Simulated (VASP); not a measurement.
# CuSnTe6 (P-1) in VASP: single point with r2SCAN

Aim: the single point of CuSnTe6 with r2SCAN.

Program: VASP 6.6.1. These are calculated values, not measurements. Logs are shortened: lines on timing, memory, paths and dates and some standing lists are left out, and cuts for length are marked.

## (1) The cell of the first run

The typed cell holds 8 atoms: a = 7.115 Å, b = 6.683 Å, c = 6.768 Å, α = 61.62°, β = 62.46°, γ = 89.83°.

## (2) Single point, r2SCAN

Input file POSCAR:

```
CuSnTe6
1.0
    3.9370760000      1.9717650000      5.5889600000
   -2.9642910000      5.9899040000      0.0000000000
   -3.2672310000      1.9717650000      5.5889600000
Te Sn Cu
6 1 1
Direct
    0.7480000000      0.2470000000      0.1230000000
    0.2520000000      0.7530000000      0.8770000000
    0.7370000000      0.6100000000      0.5290000000
    0.2630000000      0.3900000000      0.4710000000
    0.2500000000      0.1330000000      0.1140000000
    0.7500000000      0.8670000000      0.8860000000
    0.5000000000      0.5000000000      0.0000000000
    0.0000000000      0.0000000000      0.0000000000
```

Input file INCAR.step1:

```
SYSTEM = CuSnTe6
PREC = Accurate
ENCUT = 520
ISMEAR = -1
SIGMA = 0.0858
LREAL = .FALSE.
LASPH = .TRUE.
NELM = 100
NBANDS = 40
GGA = PE
ALGO = Normal
EDIFF = 1E-4
LWAVE = .TRUE.
LCHARG = .FALSE.
```

Input file INCAR.step2:

```
SYSTEM = CuSnTe6
PREC = Accurate
ENCUT = 520
EDIFF = 1E-7
ISMEAR = -1
SIGMA = 0.0858
LREAL = .FALSE.
LASPH = .TRUE.
NELM = 100
ALGO = Normal
ISIF = 2
LWAVE = .FALSE.
LCHARG = .FALSE.
METAGGA = R2SCAN
LMIXTAU = .TRUE.
NBANDS = 40
ISTART = 1
```

Input file KPOINTS:

```
Automatic mesh
0
Gamma
  3 3 4
  0 0.5 0
```

Potentials or basis: VASP PAW PBE potentials, release 64 (Te, Sn_d, Cu).

Launch:

```console
$ cat potpaw_PBE.64/Te/POTCAR potpaw_PBE.64/Sn_d/POTCAR potpaw_PBE.64/Cu/POTCAR > POTCAR
$ cp INCAR.step1 INCAR
$ mpirun -np 1 vasp_std > vasp.out
$ cp INCAR.step2 INCAR
$ mpirun -np 1 vasp_std > vasp.out
```

OUTCAR:

```text
SYSTEM = CuSnTe6
   PREC = Accurate
   ENCUT = 520
   EDIFF = 1E-7
   ISMEAR = -1
   LREAL = .FALSE.
   LASPH = .TRUE.
   NELM = 100
   ISIF = 2
   METAGGA = R2SCAN
   ISTART = 1

 ion  position               nearest neighbor table
   1  0.748  0.247  0.123-   8 2.56   7 2.58   6 3.59   4 3.60   3 3.62   5 3.63   5 3.66   6 3.66

   2  0.252  0.753  0.877-   8 2.56   7 2.58   5 3.59   3 3.60   4 3.62   6 3.63   6 3.66   5 3.66

   3  0.737  0.610  0.529-   7 2.52   8 2.84   6 3.60   2 3.60   1 3.62   5 3.64
   4  0.263  0.390  0.471-   7 2.52   8 2.84   5 3.60   1 3.60   2 3.62   6 3.64
   5  0.250  0.133  0.114-   8 2.55   7 2.59   2 3.59   4 3.60   1 3.63   3 3.64   1 3.66   2 3.66

   6  0.750  0.867  0.886-   8 2.55   7 2.59   1 3.59   3 3.60   2 3.63   4 3.64   2 3.66   1 3.66

   7  0.500  0.500  0.000-   3 2.52   4 2.52   1 2.58   2 2.58   5 2.59   6 2.59
   8  0.000  0.000  0.000-   5 2.55   6 2.55   1 2.56   2 2.56   3 2.84   4 2.84

  LATTYP: Found a triclinic cell.
 ALAT       =     6.7675054122
 B/A-ratio  =     0.9875515577
 C/A-ratio  =     1.0513648931
 COS(alpha) =     0.0029450615
 COS(beta)  =     0.4623106143
 COS(gamma) =     0.4752637845

  Lattice vectors:

 A1 = (   3.2672310000,  -1.9717650000,  -5.5889600000)
 A2 = (   2.9642910000,  -5.9899040000,   0.0000000000)
 A3 = (  -3.9370760000,  -1.9717650000,  -5.5889600000)

Analysis of symmetry for initial positions (statically):
=====================================================================
 Subroutine PRICEL returns:
 Original cell was already a primitive cell.

 Routine SETGRP: Setting up the symmetry group for a
 triclinic supercell.

 Subroutine GETGRP returns: Found  2 space group operations
 (whereof  2 operations were pure point group operations)
 out of a pool of  2 trial point group operations.

The static configuration has the point symmetry S_2 .

Analysis of symmetry for dynamics (positions and initial velocities):
=====================================================================
 Subroutine PRICEL returns:
 Original cell was already a primitive cell.

 Routine SETGRP: Setting up the symmetry group for a
 triclinic supercell.

 Subroutine GETGRP returns: Found  2 space group operations
 (whereof  2 operations were pure point group operations)
 out of a pool of  2 trial point group operations.

The dynamic configuration has the point symmetry S_2 .

 Subroutine INISYM returns: Found  2 space group operations
 (whereof  2 operations are pure point group operations),
 and found     1 'primitive' translations

----------------------------------------------------------------------------------------

                                     Primitive cell

  volume of cell :     241.1810

  direct lattice vectors                    reciprocal lattice vectors
     3.937076000  1.971765000  5.588960000     0.138805856  0.068692411  0.056909605
    -2.964291000  5.989904000  0.000000000     0.000000000  0.166947584 -0.058898508
    -3.267231000  1.971765000  5.588960000    -0.138805856 -0.068692411  0.122014560

  length of vectors
     7.115117605  6.683260511  6.767505412     0.164998231  0.177032567  0.197163044

  position of ions in fractional coordinates (direct lattice)
     0.748000000  0.247000000  0.123000000
     0.252000000  0.753000000  0.877000000
     0.737000000  0.610000000  0.529000000
     0.263000000  0.390000000  0.471000000
     0.250000000  0.133000000  0.114000000
     0.750000000  0.867000000  0.886000000
     0.500000000  0.500000000  0.000000000
     0.000000000  0.000000000  0.000000000

  ion indices of the primitive-cell ions
   primitive index   ion index
                 1           1
                 2           2
                 3           3
                 4           4
                 5           5
                 6           6
                 7           7
                 8           8

----------------------------------------------------------------------------------------

 KPOINTS: Automatic mesh

Automatic generation of k-mesh.
 Grid dimensions read from file:
 generate k-points for:    3    3    4

 Generating k-lattice:

  Cartesian coordinates                     Fractional coordinates (reciprocal lattice)
     0.046268619  0.022897470  0.018969868     0.333333333  0.000000000 -0.000000000
     0.000000000  0.055649195 -0.019632836     0.000000000  0.333333333  0.000000000
    -0.034701464 -0.017173103  0.030503640     0.000000000  0.000000000  0.250000000

  Length of vectors
     0.054999410  0.059010856  0.049290761

  Shift w.r.t. Gamma in fractional coordinates (k-lattice)
     0.000000000  0.500000000  0.000000000

 Subroutine IBZKPT returns following result:
 ===========================================

 Found     19 irreducible k-points:

 Following reciprocal coordinates:
            Coordinates               Weight
  0.000000  0.166667  0.000000      2.000000
  0.333333  0.166667  0.000000      2.000000
 -0.333333  0.166667  0.000000      2.000000
  0.000000  0.500000  0.000000      1.000000
  0.333333  0.500000 -0.000000      2.000000
  0.000000  0.166667  0.250000      2.000000
[... 11 lines left out ...]
 -0.000000  0.500000  0.500000      1.000000
  0.333333  0.500000  0.500000      2.000000
   k-points           NKPTS =     19   k-points in BZ     NKDIM =     19   number of bands    NBANDS=     40
   number of dos      NEDOS =    301   number of ions     NIONS =      8
   total plane-waves  NPLWV = 135000
   dimension x,y,z NGX =    54 NGY =   50 NGZ =   50
   dimension x,y,z NGXF=   108 NGYF=  100 NGZF=  100
   ions per type =               6   1   1
   NGX,Y,Z   is equivalent  to a cutoff of  12.62, 12.44, 12.28 a.u.
   NGXF,Y,Z  is equivalent  to a cutoff of  25.23, 24.87, 24.57 a.u.
 SYSTEM =  CuSnTe6
   PREC   = accura    normal or accurate (medium, high low for compatibility)
   ISTART =      1    job   : 0-new  1-cont  2-samecut
   ICHARG =      0    charge: 1-file 2-atom 10-const
   ISPIN  =      1    spin polarized calculation?
   LNONCOLLINEAR =      F non collinear calculations
   LSORBIT =      F    spin-orbit coupling
   LASPH  =      T    aspherical Exc in radial PAW
   ENCUT  =  520.0 eV  38.22 Ry    6.18 a.u.  13.23 12.43 12.58*2*pi/ulx,y,z
   NELM   =    100;   NELMIN=  2; NELMDL=  0     # of ELM steps
   EDIFF  = 0.1E-06   stopping-criterion for ELM
   LREAL  =      F    real-space projection
   EDIFFG = 0.1E-05   stopping-criterion for IOM
   NSW    =      0    number of steps for IOM
   IBRION =     -1    ionic relax: 0-MD 1-quasi-New 2-CG
   NFREE  =      0    steps in history (QN), initial steepest desc. (CG)
   ISIF   =      2    stress and relaxation
   ISYM   =      2    0-nonsym 1-usesym 2-fastsym
   POTIM  = 0.5000    time-step for ionic-motion
   TEBEG  =    0.0;   TEEND  =   0.0 temperature during run
   PSTRESS=    0.0 pullay stress
   NELECT =      61.0000    total number of electrons
   NUPDOWN=      -1.0000    fix difference up-down
   EMIN   =  10.00;   EMAX   =-10.00  energy-range for DOS
   EFERMI =   0.00;   METHOD = LEGACY
   ISMEAR =    -1;   SIGMA  =   0.09  broadening in eV -4-tet -1-fermi 0-gaus
   EFERMI_NEDOS =   21; number of points for ismear=-14 and -15
   IALGO  =     38    algorithm
   IMIX   =      4    mixing-type and parameters
     AMIX     =   0.40;   BMIX     =  1.00
     AMIX_MAG =   1.60;   BMIX_MAG =  1.00
  volume/ion in A,a.u.               =      30.15       203.45
  Fermi-wavevector in a.u.,A,eV,Ry     =   1.035310  1.956452 14.583634  1.071867
  Thomas-Fermi vector in A             =   2.169647
   LORBIT       =      0    0 simple, 1 ext, 2 COOP (PROOUT), +10 PAW based schemes
   METAGGA = R2SCAN    functional components
   LHFCALC =     F    Hartree Fock is set to
   AEXX    =    0.0000 exact exchange contribution
   IVDW    =     0    specifies the selected vdW correction
   LEPSILON=     F    determine dielectric tensor
   LRPA    =     F    only Hartree local field effects (RPA)
 non-spin polarized calculation
  energy-cutoff  :      520.00
  volume of cell :      241.18
 maximum number of plane-waves:      6514
 NGX is ok and might be reduce to    54
   NGX = 27   NGY = 25   NGZ = 25

 number of electron      61.0000001 magnetization

 Free energy of the ion-electron system (eV)
  ---------------------------------------------------
  ext. energy  EPLUGINS =         0.00000000
  ---------------------------------------------------
  free energy    TOTEN  =      -181.81169410 eV

  energy without entropy =     -181.59829556  energy(sigma->0) =     -181.70499483

 E-fermi :   5.6786     XC(G=0):  -9.7835

 val. band max:        5.6702530192   @ k =   0.0000   0.1667   0.2500
 cond. band min:       5.6794664622   @ k =   0.3333   0.1667   0.2500
 fundamental gap:      0.0092134430
 Fermi energy:         5.6786344394

 k-point     1 :       0.0000    0.1667    0.0000
  band No.  band energies     occupation
      1     -17.4072      2.00000
      2     -17.3643      2.00000
      3     -17.1426      2.00000
      4     -17.1387      2.00000
      5     -17.1373      2.00000
      6      -8.4904      2.00000
[... 32 lines left out ...]
     39      11.5449      0.00000
     40      12.1337      0.00000

 k-point     2 :       0.3333    0.1667    0.0000
  band No.  band energies     occupation
      1     -17.4071      2.00000
      2     -17.3643      2.00000
      3     -17.1426      2.00000
      4     -17.1386      2.00000
      5     -17.1373      2.00000
      6      -8.2582      2.00000
[... 720 lines left out ...]
     39      11.1936      0.00000
     40      11.5251      0.00000

 k-point    19 :       0.3333    0.5000    0.5000
  band No.  band energies     occupation
      1     -17.4070      2.00000
      2     -17.3644      2.00000
      3     -17.1427      2.00000
      4     -17.1386      2.00000
      5     -17.1372      2.00000
      6      -8.1091      2.00000
[... 32 lines left out ...]
     39      11.1518      0.00000
     40      11.6033      0.00000

------------------------ aborting loop because EDIFF is reached ----------------------------------------

  FORCE on cell =-STRESS in cart. coord.  units (eV):
  Direction    XX          YY          ZZ          XY          YZ          ZX
  --------------------------------------------------------------------------------------
  -------------------------------------------------------------------------------------
  Total       18.5819307     16.0768119     17.8728082     -0.6755257      0.0834050     -0.9016427
  in kB      123.4406909    106.7990621    118.7299548     -4.4875506      0.5540633     -5.9896571
  external PRESSURE =     116.3232359 kB  Pullay stress =       0.0000000 kB

 VOLUME and BASIS-vectors are now :
 -----------------------------------------------------------------------------
  energy-cutoff  :      520.00
  volume of cell :      241.18
      direct lattice vectors                 reciprocal lattice vectors
     3.937076000  1.971765000  5.588960000     0.138805856  0.068692411  0.056909605
    -2.964291000  5.989904000  0.000000000     0.000000000  0.166947584 -0.058898508
    -3.267231000  1.971765000  5.588960000    -0.138805856 -0.068692411  0.122014560

 POSITION                                       TOTAL-FORCE (eV/Angst)
 -----------------------------------------------------------------------------------
      1.81088      3.19691      4.86798         1.235342     -0.875761      2.888707
     -4.10533      6.73652      6.30994        -1.235342      0.875761     -2.888707
     -0.63496      6.15010      7.07562         3.447168      0.142320     -2.081465
     -1.65949      3.78334      4.10230        -3.447168     -0.142320      2.081465
      0.21755      1.51438      2.03438        -0.270591     -3.021498     -0.312595
     -2.51200      8.41905      9.14354         0.270591      3.021498      0.312595
      0.48639      3.98083      2.79448        -0.000000      0.000000     -0.000000
      0.00000      0.00000      0.00000         0.000000      0.000000     -0.000000
 -----------------------------------------------------------------------------------
    total drift:                               -0.000000      0.000000      0.000000

  FREE ENERGIE OF THE ION-ELECTRON SYSTEM (eV)
  ---------------------------------------------------
  free  energy   TOTEN  =      -181.8116941032 eV

  energy  without entropy=     -181.5982955587  energy(sigma->0) =     -181.70499483
```

Wall time 18 min (1 thread of AMD EPYC 7R43 (Zen 3), shared host); peak memory 0.44 GiB.

What came out:

```
Free energy            : -181.8117 eV
Pressure               : 11.6 GPa
Largest force          : 4.029 eV/Å
Band gap on the k mesh : zero (an odd number of electrons rules out a gap without spin polarisation)
```

Forces on the atoms (eV/Å):
```
Te   1.235 -0.876  2.889
Te  -1.235  0.876 -2.889
Te   3.447  0.142 -2.081
Te  -3.447 -0.142  2.081
Te  -0.271 -3.021 -0.313
Te   0.271  3.021  0.313
Sn   0.000  0.000  0.000
Cu   0.000  0.000  0.000
```

Caveat: the cell stands under pressure; the PAW data sets were made with another functional, which shifts forces and pressure a little; spin-orbit coupling is left out, which moves the levels of the heavy elements.
